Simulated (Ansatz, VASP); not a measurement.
# One calculation of FeO, two programs

```xyz
4
Lattice="2.6379 -1.5304 -0.1074 2.6379 1.5304 -0.1074 -1.5624 0.0000 5.0278" Properties=species:S:1:pos:R:3 pbc="T T T"
Fe    1.8567    0.0000    2.4065
Fe    0.0000    0.0000    0.0000
O     3.5663    0.0000    1.0959
O     0.1471    0.0000    3.7171
```

Alike in both runs: functional PBE; k mesh 6 × 6 × 4; occupations gaussian, width 0.1 eV; collinear spin.

Ansatz relaxed the structure, and its values are those at the end. VASP's run is a single point on that final structure, the one shown.

|  | VASP | Ansatz |
| --- | --- | --- |
| version | VASP 6.6.1 | Ansatz 0.2.0 |
| potentials or method | VASP PAW PBE potentials, release 64 (Fe, O), cutoff 520 eV | scalar-relativistic, plane waves, PAW |
| valence electrons in the cell | 28 | 44 |

Ansatz gave:

| Property | Result |
| --- | --- |
| gap on the k mesh at the Fermi level (eV) | none |
| pressure (GPa) | -0.3 |
| net moment per atom (μB) | 2.00 |
| size of the moment on the site where the two differ most (μB) | 3.45 |

Task: Estimate VASP's values.

Result: gap on the k mesh at the Fermi level (eV): none; pressure (GPa): -0.2; net moment per atom (μB): 2.00; size of the moment on the site where the two differ most (μB): 3.62.

Site moments also hang on the region over which each program counts them. A gap of «none» marks a metal or a gap that the smearing closes. With one functional, cell and mesh, what is left measures potentials, basis and numerics. VASP's potentials hold 28 valence electrons a cell and Ansatz's 44, so a difference there can come from the potentials and not from the codes.

The k mesh is coarse, so the values compare programs but aren't converged.
